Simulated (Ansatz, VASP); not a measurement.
**CsSc in VASP and in Ansatz**

```
Cs Sc
1.0
     1.82521    1.05379    7.01982
    -1.82521    1.05379    7.01982
     0.00000   -2.10757    7.01982
Cs Sc
1 1
Direct
  0.00000 0.00000 0.00000
  0.50000 0.50000 0.50000
```

Alike in both runs: functional PBE; k mesh 18 × 18 × 18; occupations gaussian, width 0.1 eV; no spin polarisation.

Ansatz relaxed the structure, and its values are those at the end. VASP's run is a single point on that final structure, the one shown.

```csv
,VASP,Ansatz
version,VASP 6.6.1,Ansatz 0.2.0
potentials or method,"VASP PAW PBE potentials, release 64 (Cs_sv, Sc_sv), cutoff 520 eV","scalar-relativistic, plane waves, PAW"
valence electrons in the cell,20,20
```

|  | VASP | Ansatz | Ansatz less VASP |
| --- | --- | --- | --- |
| gap on the k mesh at the Fermi level (eV) | none | none | - |
| pressure (GPa) | 0.1 | 0.0 | -0.05 |

A gap of «none» marks a metal or a gap that the smearing closes.

Neither program's run includes spin-orbit coupling.
